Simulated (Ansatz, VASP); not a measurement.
Two plane-wave programs on Se

```
CELL_PARAMETERS angstrom
5.68154 3.28024 1.59584
-5.68154 3.28024 1.59584
0.00000 -6.56048 1.59584
ATOMIC_POSITIONS crystal
Se 0.27328 0.15195 0.90817
Se 0.90817 0.27328 0.15195
Se 0.15195 0.90817 0.27328
Se 0.72672 0.84805 0.09183
Se 0.09183 0.72672 0.84805
Se 0.84805 0.09183 0.72672
```

Alike in both runs: functional r2SCAN; k mesh 6 × 6 × 6; occupations gaussian, width 0.02 eV; no spin polarisation.

Ansatz relaxed the structure, and its values are those at the end. VASP's run is a single point on that final structure, the one shown.

|  | VASP | Ansatz |
| --- | --- | --- |
| version | VASP 6.6.1 | Ansatz 0.2.0 |
| potentials or method | VASP PAW PBE potentials, release 64 (Se), cutoff 520 eV | scalar-relativistic, plane waves, PAW |
| valence electrons in the cell | 36 | 96 |

Ansatz gave:

```
gap on the k mesh at the Fermi level (eV) : 1.73
least direct gap on the mesh (eV)         : 1.97
pressure (GPa)                            : 0.0
```

Which values does VASP return?

gap on the k mesh at the Fermi level (eV): 1.72; least direct gap on the mesh (eV): 1.96; pressure (GPa): 0.0.

VASP's potentials were made for PBE, not for r2SCAN. VASP's potentials hold 36 valence electrons a cell and Ansatz's 96, so a difference there can come from the potentials and not from the codes.
